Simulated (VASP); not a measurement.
A run of VASP 6.6.1 is set up as follows.

The input INCAR:

```
  PREC = Accurate
  ENCUT = 520
  EDIFF = 1E-6
  ISMEAR = 0
  SIGMA = 0.1
  LREAL = F
  LASPH = T
  NELM = 80
  ALGO = Normal
  ISIF = 2
  LWAVE = F
  LCHARG = F
  GGA = PE
  NBANDS = 22
```

Contents of KPOINTS:

```
regular mesh
0
Gamma
  6 6 10
```

The input POSCAR:

```
NaCa2H2
1.0
    6.5206347358      0.0000000000      0.0000000000
   -3.2603173679      5.6470353300      0.0000000000
    0.0000000000      0.0000000000      4.1912304624
Na Ca H
1 2 2
Direct
    0.0000000000      0.0000000000      0.5000000000
    0.3333333333      0.6666666667      0.0000000000
    0.6666666667      0.3333333333      0.0000000000
    0.3333333333      0.6666666667      0.5000000000
    0.6666666667      0.3333333333      0.5000000000
```

Potentials or basis: VASP PAW PBE potentials, release 64 (Na_pv, Ca_sv, H).

Run with:

```console
$ cat potpaw_PBE.64/Na_pv/POTCAR potpaw_PBE.64/Ca_sv/POTCAR potpaw_PBE.64/H/POTCAR > POTCAR
$ mpirun -np 1 vasp_std > vasp.out
```

Task: What does it give for the pressure?

Result: 0.0 GPa.

Stress tensor (GPa, compression positive):
```
-0.04  0.00  0.00
 0.00 -0.04  0.00
 0.00  0.00  0.04
```
